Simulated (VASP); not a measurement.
Set up this calculation in VASP 6.6.1, as the native input.

```yaml
Task: single point
Functional: PBEsol
Potentials_or_basis: VASP PAW PBE potentials, release 64 (Pb_d)
Cutoff: 500 eV
k_mesh: 16 × 16 × 16
Occupations: gaussian, width 0.1 eV
Spin: non-collinear spin, zero start, spin-orbit coupling
Starting_moments: "[[0.0, 0.0, 0.0]] μB"
Dipole_correction: no
Further_INCAR_settings: ALGO = Normal; EDIFF = 1e-06; NBANDS = 25
```

The structure of Pb lies in POSCAR:

```
Pb
1.0
    0.0000000000      2.2503956250      2.2503956250
    2.2503956250      0.0000000000      2.2503956250
    2.2503956250      2.2503956250      0.0000000000
Pb
1
Direct
    0.0000000000      0.0000000000      0.0000000000
```

The input as run:

INCAR

```
SYSTEM = Pb
PREC = Accurate
ENCUT = 500
EDIFF = 1E-6
ISMEAR = 0
SIGMA = 0.1
LREAL = .False.
LASPH = .True.
NELM = 200
ALGO = Normal
ISIF = 2
LWAVE = .False.
LCHARG = .False.
MAGMOM = 0 0 0
LORBIT = 11
LSORBIT = .True.
GGA_COMPAT = .False.
LORBMOM = .True.
GGA = PS
NBANDS = 25
```

KPOINTS

```
Automatic mesh
0
Gamma
  16 16 16
  0 0 0
```

Potentials or basis: VASP PAW PBE potentials, release 64 (Pb_d).

Run with:

```sh
$ cat potpaw_PBE.64/Pb_d/POTCAR > POTCAR
$ mpirun -np 1 vasp_ncl > vasp.out
```

It gave:

| Quantity | Value |
| --- | --- |
| Pressure | 24.8 GPa |
| Net moment | 0.00 μB per cell |
| Valence electrons inside the program's atomic spheres | Pb 12.15 |

Caveat: the cell stands under pressure; the PAW data sets were made with another functional, which shifts forces and pressure a little.

Wall time 2.3 min on 1 thread of Oxide Virtual Turin-like Processor (shared host), peak memory 0.24 GiB.
